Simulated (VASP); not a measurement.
Crystal: Ge.

```xyz
2
Lattice="0.0000 2.8289 2.8289 2.8289 0.0000 2.8289 2.8289 2.8289 0.0000" Properties=species:S:1:pos:R:3 pbc="T T T"
Ge    0.0000    0.0000    0.0000
Ge    1.4145    1.4145    1.4145
```

| Quantity | Value |
| --- | --- |
| Program | VASP 6.6.1 |
| Task | relaxation of cell and atoms |
| Functional | PBE |
| Potentials or basis | VASP PAW PBE potentials, release 64 (Ge_d) |
| Cutoff | 600 eV |
| k mesh | 6 × 6 × 6 |
| Occupations | gaussian, width 0.05 eV |
| Spin | no spin polarisation |

At the start: pressure 3.5 GPa; volume 22.64 Å³/atom.

Problem. How do energy, volume and symmetry change on relaxing?

Solution. Over 5 steps the energy falls by 14.2 meV/atom and the volume is 23.90 Å³/atom (+5.6 %); space group Fd-3m (No. 227, to 0.1 Å) before and after.

The path:
| step | energy change (eV) | largest force (eV/Å) | pressure (GPa) | volume (Å³) |
| --- | --- | --- | --- | --- |
| 1 | 0.0000 | 0.0000 | 3.55 | 45.28 |
| 2 | -0.0264 | 0.0000 | -0.97 | 48.64 |
| 3 | -0.0284 | 0.0000 | -0.24 | 47.89 |
| 4 | -0.0283 | 0.0000 | 0.20 | 47.72 |
| 5 | -0.0284 | 0.0000 | 0.01 | 47.80 |

Final structure:
```
Ge
1.0
     0.00000    2.88041    2.88041
     2.88041    0.00000    2.88041
     2.88041    2.88041    0.00000
Ge
2
Direct
  0.00000 0.00000 0.00000
  0.25000 0.25000 0.25000
```
